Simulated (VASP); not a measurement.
Input of a VASP 6.6.1 run:

File INCAR:

```
PREC = Accurate ; ENCUT = 520
EDIFF = 1E-6 ; ISMEAR = 0
SIGMA = 0.05 ; LREAL = F
LASPH = T ; NELM = 100
ALGO = Normal ; ISIF = 2
LWAVE = F ; LCHARG = T
LELF = T ; LVHAR = T
NBANDS = 16
```

KPOINTS

```
Automatic mesh
0
Gamma
  9 9 6
```

The input POSCAR:

```
AlN
1.0
    3.0887424016      0.0000000000      0.0000000000
   -1.5443712008      2.6749293856      0.0000000000
    0.0000000000      0.0000000000      4.9437688231
Al N
2 2
Direct
    0.3046288194      0.6538065141      0.0015212672
    0.6953711806      0.3461934859      0.5015212672
    0.3589472967      0.6781421955      0.3834787328
    0.6410527033      0.3218578045      0.8834787328
```

Potentials or basis: VASP PAW LDA potentials, release 64 (Al, N).

The run is started by

```sh
$ cat potpaw_LDA.64/Al/POTCAR potpaw_LDA.64/N/POTCAR > POTCAR
$ mpirun -np 1 vasp_std > vasp.out
```

(1) Predict the largest force.

(2) What does it give for the pressure?

(3) What does it give for the band gap on the k mesh?

Results:

(1) 0.468 eV/Å.

(2) 0.4 GPa.

(3) 4.35 eV, direct.

Caveat: the cell differs from its parent crystal (mode 4 frozen in at -0.069 Å and mode 5 at -0.034 Å (largest displacements)).
